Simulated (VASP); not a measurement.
Wanted: the native input for a VASP 6.6.1 run.

* Task: single point
* Functional: r2SCAN
* Potentials or basis: VASP PAW PBE potentials, release 64 (Mg, O)
* Cutoff: 520 eV
* k mesh: 9 × 9 × 6
* Occupations: gaussian, width 0.01 eV
* Spin: no spin polarisation
* Dipole correction: no
* Further INCAR settings: ALGO = Normal; EDIFF = 1e-07; NBANDS = 16

The system is MgO.

```
Mg O
1.0
     3.55235    0.00000    0.00000
    -1.77618    3.07643    0.00000
     0.00000    0.00000    4.26741
Mg O
2 2
Cartesian
  0.0000 2.0510 1.0669
  1.7762 1.0255 3.2006
  1.7762 1.0255 1.0669
  0.0000 2.0510 3.2006
```

This cell differs from its parent crystal: volume changed by +6%.

These files were run (other wordings do the same):

POSCAR

```
MgO
1.0
    3.5523512711      0.0000000000      0.0000000000
   -1.7761756356      3.0764264439      0.0000000000
    0.0000000000      0.0000000000      4.2674064119
Mg O
2 2
Direct
    0.3333333333      0.6666666667      0.2500000000
    0.6666666667      0.3333333333      0.7500000000
    0.6666666667      0.3333333333      0.2500000000
    0.3333333333      0.6666666667      0.7500000000
```

INCAR.step1

```
PREC = Accurate
ENCUT = 520
ISMEAR = 0
SIGMA = 0.01
LREAL = False
LASPH = True
NELM = 100
NBANDS = 16
GGA = PE
ALGO = Normal
EDIFF = 1E-4
LWAVE = True
LCHARG = False
```

INCAR.step2

```
PREC = Accurate
ENCUT = 520
EDIFF = 1E-7
ISMEAR = 0
SIGMA = 0.01
LREAL = False
LASPH = True
NELM = 100
ALGO = Normal
ISIF = 2
LWAVE = False
LCHARG = False
METAGGA = R2SCAN
LMIXTAU = True
NBANDS = 16
ISTART = 1
```

KPOINTS

```
Automatic mesh
0
Gamma
  9 9 6
```

Potentials or basis: VASP PAW PBE potentials, release 64 (Mg, O).

Command:

```bash
$ cat potpaw_PBE.64/Mg/POTCAR potpaw_PBE.64/O/POTCAR > POTCAR
$ cp INCAR.step1 INCAR
$ mpirun -np 1 vasp_std > vasp.out
$ cp INCAR.step2 INCAR
$ mpirun -np 1 vasp_std > vasp.out
```

Results of the run:

| Quantity | Value |
| --- | --- |
| Pressure | -7.9 GPa |
| Band gap on the k mesh | 3.77 eV, direct |

Caveat: the PAW data sets were made with another functional, which shifts forces and pressure a little.

Run time: 2.9 min on 1 thread of Intel(R) Xeon(R) Platinum 8175M CPU @ 2.50GHz (Skylake/Cascade Lake), on a shared host, peak memory 0.18 GiB.
